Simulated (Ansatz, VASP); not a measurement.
**One calculation of Si4Sn15C, two programs**

```xyz
20
Lattice="3.1280 3.1594 6.2066 -3.1399 -3.1121 6.1887 9.3725 -6.2331 3.0659" Properties=species:S:1:pos:R:3 pbc="T T T"
C     6.0241   -0.0516    6.1961
Si    0.0157    0.0055   12.3328
Si    3.3459   -2.9391    6.3909
Si    7.9502   -4.8258   14.0770
Si    4.9147   -1.2299    7.2803
Sn    3.1937   -6.3421    9.1917
Sn    6.1346   -6.3520    6.2961
Sn    6.1635   -5.9716   12.4665
Sn    0.0591   -3.2147    9.1984
Sn    5.9499   -2.7634    9.1952
Sn    0.0471   -0.0273    6.1946
Sn    3.3430   -0.1918    9.1786
Sn    4.2685   -4.3078   10.9747
Sn    7.6789   -4.5708    7.8525
Sn    7.6300   -7.7987   10.8065
Sn    1.6900   -1.7390   11.0388
Sn    1.4492   -4.9141    7.3302
Sn    4.5660   -4.5666    4.7560
Sn    1.6919    1.6419    7.7672
Sn    1.7335   -1.7523    4.7314
```

Alike in both runs: functional PBE; k mesh 3 × 3 × 2; occupations gaussian, width 0.1 eV; no spin polarisation.

Ansatz relaxed the structure, and its values are those at the end. VASP's run is a single point on that final structure, the one shown.

|  | VASP | Ansatz |
| --- | --- | --- |
| version | VASP 6.6.1 | Ansatz 0.2.0 |
| potentials or method | VASP PAW PBE potentials, release 64 (C, Si, Sn_d), cutoff 520 eV | scalar-relativistic, plane waves, PAW |
| valence electrons in the cell | 230 | 230 |

|  | VASP | Ansatz | Ansatz less VASP |
| --- | --- | --- | --- |
| gap on the k mesh at the Fermi level (eV) | none | none | - |
| pressure (GPa) | -0.1 | 0.0 | +0.06 |
| rms of the force components (eV/Å) | 0.012 | 0.011 | -0.0014 |

A gap of «none» marks a metal or a gap that the smearing closes. The functional is the same, so the differences come from potentials, cutoffs and numerics.
